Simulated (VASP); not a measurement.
# Ca2B in VASP: a series of runs, part 2 of 2

VASP 6.6.1.

## 3. Single point, PBE

This run uses another cell than the first one.

INCAR

```
SYSTEM = Ca2B
PREC     = Accurate       ! precision mode
ENCUT    = 520            ! plane-wave cutoff, eV
EDIFF    = 1E-6           ! SCF threshold, eV
ISMEAR   = 0              ! smearing method
SIGMA    = 0.1            ! smearing width, eV
LREAL    = .FALSE.        ! projectors in reciprocal space
LASPH    = .TRUE.         ! aspherical terms in the spheres
NELM     = 60             ! most SCF steps
ALGO     = Normal         ! electronic algorithm
ISIF     = 2              ! what is computed and relaxed
LWAVE    = .FALSE.        ! write WAVECAR
LCHARG   = .FALSE.        ! write CHGCAR
LDIPOL   = .TRUE.       
IDIPOL   = 3            
DIPOL    = 0.5 0.5 0.285
GGA      = PE             ! functional
NBANDS   = 18             ! bands
```

KPOINTS

```
Automatic mesh
0
G
  6 6 1
  0 0 0
```

POSCAR

```
Ca2B
1.0
    4.3018671904      0.0000000000      0.0000000000
   -2.1509335952      3.7255262706      0.0000000000
    0.0000000000      0.0000000000     26.2834160816
Ca B
2 1
Direct
    0.6666666667      0.3333333333      0.3306863710
    0.3333333333      0.6666666667      0.2400157003
    0.0000000000      1.0000000000      0.2853510357
```

Potentials or basis: VASP PAW PBE potentials, release 64 (Ca_sv, B).

Started as:

```console
$ cat potpaw_PBE.64/Ca_sv/POTCAR potpaw_PBE.64/B/POTCAR > POTCAR
$ mpirun -np 1 vasp_std > vasp.out
```

OUTCAR:

```text
SYSTEM = Ca2B
   PREC = Accurate
   ENCUT = 520
   EDIFF = 1E-6
   ISMEAR = 0
   LREAL = .FALSE.
   LASPH = .TRUE.
   NELM = 60
   ISIF = 2
   GGA = PE

 ion  position               nearest neighbor table
   1  0.667  0.333  0.331-
   2  0.333  0.667  0.240-
   3  0.000  0.000  0.285-

  LATTYP: Found a hexagonal cell.
 ALAT       =     4.3018671904
 C/A-ratio  =     6.1097692974

  Lattice vectors:

 A1 = (   4.3018671904,   0.0000000000,   0.0000000000)
 A2 = (  -2.1509335952,   3.7255262706,   0.0000000000)
 A3 = (   0.0000000000,   0.0000000000,  26.2834160816)

Analysis of symmetry for initial positions (statically):
=====================================================================
 Subroutine PRICEL returns:
 Original cell was already a primitive cell.

 Routine SETGRP: Setting up the symmetry group for a
 hexagonal supercell.

 Subroutine GETGRP returns: Found 12 space group operations
 (whereof  6 operations were pure point group operations)
 out of a pool of 24 trial point group operations.

The static configuration has the point symmetry C_3v.
 The point group associated with its full space group is D_3d.

Analysis of symmetry for dynamics (positions and initial velocities):
=====================================================================
 Subroutine PRICEL returns:
 Original cell was already a primitive cell.

 Routine SETGRP: Setting up the symmetry group for a
 hexagonal supercell.

 Subroutine GETGRP returns: Found 12 space group operations
 (whereof  6 operations were pure point group operations)
 out of a pool of 24 trial point group operations.

The dynamic configuration has the point symmetry C_3v.
 The point group associated with its full space group is D_3d.

 Subroutine INISYM returns: Found 12 space group operations
 (whereof  6 operations are pure point group operations),
 and found     1 'primitive' translations

----------------------------------------------------------------------------------------

                                     Primitive cell

  volume of cell :     421.2369

  direct lattice vectors                    reciprocal lattice vectors
     4.301867190  0.000000000  0.000000000     0.232457200  0.134209227  0.000000000
    -2.150933595  3.725526271  0.000000000     0.000000000  0.268418453  0.000000000
     0.000000000  0.000000000 26.283416082     0.000000000  0.000000000  0.038046805

  length of vectors
     4.301867190  4.301867190 26.283416082     0.268418453  0.268418453  0.038046805

  position of ions in fractional coordinates (direct lattice)
     0.666666667  0.333333333  0.330686371
     0.333333333  0.666666667  0.240015700
     0.000000000  0.000000000  0.285351036

  ion indices of the primitive-cell ions
   primitive index   ion index
                 1           1
                 2           2
                 3           3

----------------------------------------------------------------------------------------

 KPOINTS: Automatic mesh

Automatic generation of k-mesh.
 Grid dimensions read from file:
 generate k-points for:    6    6    1

[... 20 lines left out ...]
  0.000000  0.000000  0.000000      1.000000
  0.166667  0.000000  0.000000      6.000000
  0.333333 -0.000000  0.000000      6.000000
  0.500000  0.000000  0.000000      3.000000
  0.166667  0.166667  0.000000      6.000000
  0.333333  0.166667  0.000000     12.000000
  0.333333  0.333333  0.000000      2.000000
   k-points           NKPTS =      7   k-points in BZ     NKDIM =      7   number of bands    NBANDS=     18
   number of dos      NEDOS =    301   number of ions     NIONS =      3
   total plane-waves  NPLWV = 200704
   dimension x,y,z NGX =    32 NGY =   32 NGZ =  196
   dimension x,y,z NGXF=    64 NGYF=   64 NGZF=  392
   ions per type =               2   1
   NGX,Y,Z   is equivalent  to a cutoff of  12.37, 12.37, 12.40 a.u.
   NGXF,Y,Z  is equivalent  to a cutoff of  24.73, 24.73, 24.79 a.u.
 SYSTEM =  Ca2B
   PREC   = accura    normal or accurate (medium, high low for compatibility)
   ISTART =      0    job   : 0-new  1-cont  2-samecut
   ICHARG =      2    charge: 1-file 2-atom 10-const
   ISPIN  =      1    spin polarized calculation?
   LNONCOLLINEAR =      F non collinear calculations
   LSORBIT =      F    spin-orbit coupling
   LASPH  =      T    aspherical Exc in radial PAW
   ENCUT  =  520.0 eV  38.22 Ry    6.18 a.u.   8.00  8.00 48.87*2*pi/ulx,y,z
   NELM   =     60;   NELMIN=  2; NELMDL= -5     # of ELM steps
   EDIFF  = 0.1E-05   stopping-criterion for ELM
   LREAL  =      F    real-space projection
   EDIFFG = 0.1E-04   stopping-criterion for IOM
   NSW    =      0    number of steps for IOM
   IBRION =     -1    ionic relax: 0-MD 1-quasi-New 2-CG
   NFREE  =      0    steps in history (QN), initial steepest desc. (CG)
   ISIF   =      2    stress and relaxation
   ISYM   =      2    0-nonsym 1-usesym 2-fastsym
   POTIM  = 0.5000    time-step for ionic-motion
   TEBEG  =    0.0;   TEEND  =   0.0 temperature during run
   PSTRESS=    0.0 pullay stress
   NELECT =      23.0000    total number of electrons
   NUPDOWN=      -1.0000    fix difference up-down
   EMIN   =  10.00;   EMAX   =-10.00  energy-range for DOS
   EFERMI =   0.00;   METHOD = LEGACY
   ISMEAR =     0;   SIGMA  =   0.10  broadening in eV -4-tet -1-fermi 0-gaus
   EFERMI_NEDOS =   21; number of points for ismear=-14 and -15
   IALGO  =     38    algorithm
   IMIX   =      4    mixing-type and parameters
     AMIX     =   0.40;   BMIX     =  1.00
     AMIX_MAG =   1.60;   BMIX_MAG =  1.00
  volume/ion in A,a.u.               =     140.41       947.55
  Fermi-wavevector in a.u.,A,eV,Ry     =   0.621072  1.173656  5.248181  0.385730
  Thomas-Fermi vector in A             =   1.680447
   LORBIT       =      0    0 simple, 1 ext, 2 COOP (PROOUT), +10 PAW based schemes
   GGA     = PE    functional components
   LHFCALC =     F    Hartree Fock is set to
   AEXX    =    0.0000 exact exchange contribution
   IVDW    =     0    specifies the selected vdW correction
   LEPSILON=     F    determine dielectric tensor
   LRPA    =     F    only Hartree local field effects (RPA)
 non-spin polarized calculation
 Gauss-broadening in eV      SIGMA  =   0.10
  energy-cutoff  :      520.00
  volume of cell :      421.24
 maximum number of plane-waves:     11400
 NGX is ok and might be reduce to    32
   NGX = 15   NGY = 15   NGZ = 97

 dipolmoment           0.000000      0.000000     -0.000186 electrons x Angstroem

 number of electron      22.9999998 magnetization

 dipolmoment           0.000000      0.000000      0.000004 electrons x Angstroem

 Free energy of the ion-electron system (eV)
  ---------------------------------------------------
  ext. energy  EPLUGINS =         0.00000000
  ---------------------------------------------------
  free energy    TOTEN  =        -8.69859898 eV

  energy without entropy =       -8.66494130  energy(sigma->0) =       -8.68177014

 E-fermi :  -1.4642     XC(G=0):  -2.2778

 val. band max:       -1.4695232286   @ k =   0.0000   0.0000   0.0000
 cond. band min:      -1.4555374917   @ k =   0.0000   0.0000   0.0000
 fundamental gap:      0.0139857369
 Fermi energy:        -1.4642448155

 k-point     1 :       0.0000    0.0000    0.0000
  band No.  band energies     occupation
      1     -42.5861      2.00000
      2     -42.5516      2.00000
      3     -23.7813      2.00000
      4     -23.6162      2.00000
      5     -23.5490      2.00000
      6     -23.5490      2.00000
[... 124 lines left out ...]
      5     -23.6120      2.00000
      6     -23.5153      2.00000
[... 10 lines left out ...]
     17       1.4883      0.00000
     18       1.8743      0.00000

------------------------ aborting loop because EDIFF is reached ----------------------------------------

 vacuum level on the upper side and lower side of the slab       (xc-potential included)        -0.004        -0.004

  FORCE on cell =-STRESS in cart. coord.  units (eV):
  Direction    XX          YY          ZZ          XY          YZ          ZX
  --------------------------------------------------------------------------------------
  -------------------------------------------------------------------------------------
  Total       -1.5041500     -1.5041500      0.4685071      0.0000000      0.0000000      0.0000000
  in kB       -5.7210442     -5.7210442      1.7819696      0.0000000      0.0000000      0.0000000
  external PRESSURE =      -3.2200396 kB  Pullay stress =       0.0000000 kB

 VOLUME and BASIS-vectors are now :
 -----------------------------------------------------------------------------
  energy-cutoff  :      520.00
  volume of cell :      421.24
      direct lattice vectors                 reciprocal lattice vectors
     4.301867190  0.000000000  0.000000000     0.232457200  0.134209227  0.000000000
    -2.150933595  3.725526271  0.000000000     0.000000000  0.268418453  0.000000000
     0.000000000  0.000000000 26.283416082     0.000000000  0.000000000  0.038046805

 POSITION                                       TOTAL-FORCE (eV/Angst)
 -----------------------------------------------------------------------------------
      2.15093      1.24184      8.69157        -0.000000      0.000000      0.205000
     -0.00000      2.48368      6.30843         0.000000     -0.000000     -0.205000
      0.00000      0.00000      7.50000         0.000000      0.000000     -0.000000
 -----------------------------------------------------------------------------------
    total drift:                               -0.000000     -0.000000      0.000059

  FREE ENERGIE OF THE ION-ELECTRON SYSTEM (eV)
  ---------------------------------------------------
  free  energy   TOTEN  =        -8.6985989760 eV

  energy  without entropy=       -8.6649412986  energy(sigma->0) =       -8.68177014

 vacuum level on the upper side and lower side of the slab         0.931         0.931
```

Run time: 72 s. Hardware: 1 thread of AMD EPYC 9R45 (Zen 5), shared host; peak memory 0.45 GiB.

What came out:

```yaml
Free_energy: -8.6986 eV
Largest_force: 0.205 eV/Å
Band_gap_on_the_k_mesh: zero (an odd number of electrons rules out a gap without spin polarisation)
```

Forces in eV/Å, atoms in the order of the input:
```
Ca   0.000  0.000  0.205
Ca   0.000  0.000 -0.205
B    0.000  0.000  0.000
```

## 4. Single point, PBE

This run uses another cell than the first one.

INCAR

```
PREC     = Accurate       # precision mode
ENCUT    = 520            # plane-wave cutoff, eV
EDIFF    = 1E-6           # SCF threshold, eV
ISMEAR   = 0              # smearing method
SIGMA    = 0.1            # smearing width, eV
LREAL    = F              # projectors in reciprocal space
LASPH    = T              # aspherical terms in the spheres
NELM     = 80             # most SCF steps
ALGO     = Normal         # electronic algorithm
ISIF     = 2              # what is computed and relaxed
LWAVE    = F              # write WAVECAR
LCHARG   = T              # write CHGCAR
LDIPOL   = T            
IDIPOL   = 3            
DIPOL    = 0.5 0.5 0.312
GGA      = PE             # functional
LELF     = T              # ELF
LVHAR    = T            
LVACPOTAV= T            
NBANDS   = 18             # bands
```

KPOINTS

```
regular mesh
0
Gamma
  6 6 1
```

POSCAR

```
Ca2B
1.0
    5.0466568180      0.0000000000      0.0000000000
   -2.5233284090      4.3705330086      0.0000000000
    0.0000000000      0.0000000000     24.0057880000
Ca B
2 1
Direct
    0.6666666667      0.3333333333      0.3382873339
    0.3333333333      0.6666666667      0.2865619733
    0.0000000000      0.0000000000      0.3124246536
```

Started as:

```console
$ cat potpaw_PBE.64/Ca_sv/POTCAR potpaw_PBE.64/B/POTCAR > POTCAR
$ mpirun -np 1 vasp_std > vasp.out
```

It took 1.8 min on 1 thread of AMD EPYC 9R45 (Zen 5), shared host; peak memory 0.6 GiB.

The run converged. Its results:

```
Free energy            : -7.2206 eV
Largest force          : 0.872 eV/Å
Band gap on the k mesh : zero (an odd number of electrons rules out a gap without spin polarisation)
```

Forces on the atoms (eV/Å):
```
Ca   0.000  0.000  0.872
Ca   0.000  0.000 -0.872
B    0.000  0.000  0.000
```

Levels at points of the mesh, in eV from the Fermi level:
```csv
k point,band 10,band 11,band 12,band 13,band 14,band 15
"(0.00, 0.00, 0.00)",-0.72,-0.47,-0.47,0.59,1.75,1.75
"(0.50, 0.00, 0.00)",-1.62,0.04,0.12,0.92,1.62,2.03
```

## 5. Single point, PBE

INCAR

```
PREC = Accurate ; ENCUT = 520
EDIFF = 1E-7 ; ISMEAR = 0
SIGMA = 0.1 ; LREAL = F
LASPH = T ; NELM = 100
ALGO = Normal ; ISIF = 2
LWAVE = F ; LCHARG = F
LDIPOL = T ; IDIPOL = 3
DIPOL = 0.5 0.5 0.263 ; GGA = PE
NBANDS = 18
```

KPOINTS

```
regular mesh
0
Gamma
  12 12 1
```

POSCAR

```
Ca2B
1.0
    4.0292847397      0.0000000000      0.0000000000
   -2.0146423698      3.4894629436      0.0000000000
    0.0000000000      0.0000000000     28.5662699288
Ca B
2 1
Direct
    0.6666666667      0.3333333333      0.3100791034
    0.3333333333      0.6666666667      0.2150157038
    0.0000000000      1.0000000000      0.2625474036
```

Started as:

```console
$ cat potpaw_PBE.64/Ca_sv/POTCAR potpaw_PBE.64/B/POTCAR > POTCAR
$ mpirun -np 1 vasp_std > vasp.out
```

It took 2.7 min on 1 thread of AMD EPYC 9R45 (Zen 5), shared host; peak memory 0.47 GiB.

Results (log left out):

| Quantity | Value |
| --- | --- |
| Free energy | -8.8309 eV |
| Largest force | 0.023 eV/Å |
| Band gap on the k mesh | zero (an odd number of electrons rules out a gap without spin polarisation) |

Forces in eV/Å, atoms in the order of the input:
```
Ca   0.000  0.000  0.023
Ca   0.000  0.000 -0.023
B    0.000  0.000  0.000
```

Levels at points of the mesh, in eV from the Fermi level:
| k point | band 8 | band 9 | band 10 | band 11 | band 12 | band 13 | band 14 | band 15 |
| --- | --- | --- | --- | --- | --- | --- | --- | --- |
| (0.00, 0.00, 0.00) | -22.04 | -6.30 | -2.39 | -0.54 | 0.19 | 0.19 | 0.28 | 2.07 |
| (0.50, 0.00, 0.00) | -22.05 | -5.22 | -1.95 | -0.40 | 0.14 | 0.86 | 1.27 | 1.46 |

## 6. Single point, PBE

INCAR

```
SYSTEM = Ca2B
PREC = Accurate ; ENCUT = 520
EDIFF = 1E-7 ; ISMEAR = 0
SIGMA = 0.1 ; LREAL = .False.
LASPH = .True. ; NELM = 60
ALGO = Normal ; ISIF = 2
LWAVE = .False. ; LCHARG = .False.
LDIPOL = .True. ; IDIPOL = 3
DIPOL = 0.5 0.5 0.263 ; GGA = PE
NBANDS = 18
```

KPOINTS

```
Automatic mesh
0
Gamma
  12 12 1
  0 0 0
```

POSCAR is that of step 5.

Potentials or basis: VASP PAW PBE potentials, release 64 (Ca_sv, B).

Started as:

```console
$ cat potpaw_PBE.64/Ca_sv/POTCAR potpaw_PBE.64/B/POTCAR > POTCAR
$ mpirun -np 1 vasp_std > vasp.out
```

It took 2.5 min on 1 thread of AMD EPYC 9R45 (Zen 5), shared host; peak memory 0.47 GiB.

It converged, with:

```
Free energy            : -8.8309 eV
Largest force          : 0.023 eV/Å
Band gap on the k mesh : zero (an odd number of electrons rules out a gap without spin polarisation)
```

Forces in eV/Å, atoms in the order of the input:
```
Ca   0.000  0.000  0.023
Ca   0.000  0.000 -0.023
B    0.000  0.000  0.000
```

Levels at points of the mesh, in eV from the Fermi level:
```tsv
k point	band 7	band 8	band 9	band 10	band 11	band 12	band 13	band 14	band 15	band 16
(0.00, 0.00, 0.00)	-22.04	-22.04	-6.30	-2.39	-0.54	0.19	0.19	0.28	2.07	2.29
(0.50, 0.00, 0.00)	-22.11	-22.05	-5.22	-1.95	-0.40	0.14	0.86	1.27	1.46	2.21
```

## 7. The runs side by side

| cell | k mesh | gap on the mesh (eV) | largest force (eV/Å) |
| --- | --- | --- | --- |
| a = 4.029, b = 4.029, c = 28.566 Å, angles 90.0, 90.0, 120.0°, 3 atoms, atomic positions A | 6 × 6 × 1 | none | 0.03 |
| a = 4.302, b = 4.302, c = 26.283 Å, angles 90.0, 90.0, 120.0°, 3 atoms, atomic positions B | 6 × 6 × 1 | none | 0.20 |
| a = 5.047, b = 5.047, c = 24.006 Å, angles 90.0, 90.0, 120.0°, 3 atoms, atomic positions C | 6 × 6 × 1 | none | 0.87 |
| a = 4.029, b = 4.029, c = 28.566 Å, angles 90.0, 90.0, 120.0°, 3 atoms, atomic positions A | 12 × 12 × 1 | none | 0.02 |

Alike in all rows: task single point; level PBE; potentials or basis VASP PAW PBE potentials, release 64 (Ca_sv, B); no spin polarisation; cutoff (eV) 520; smearing gaussian 0.1 eV.

Absolute energies hang on the potentials; compare differences alone.
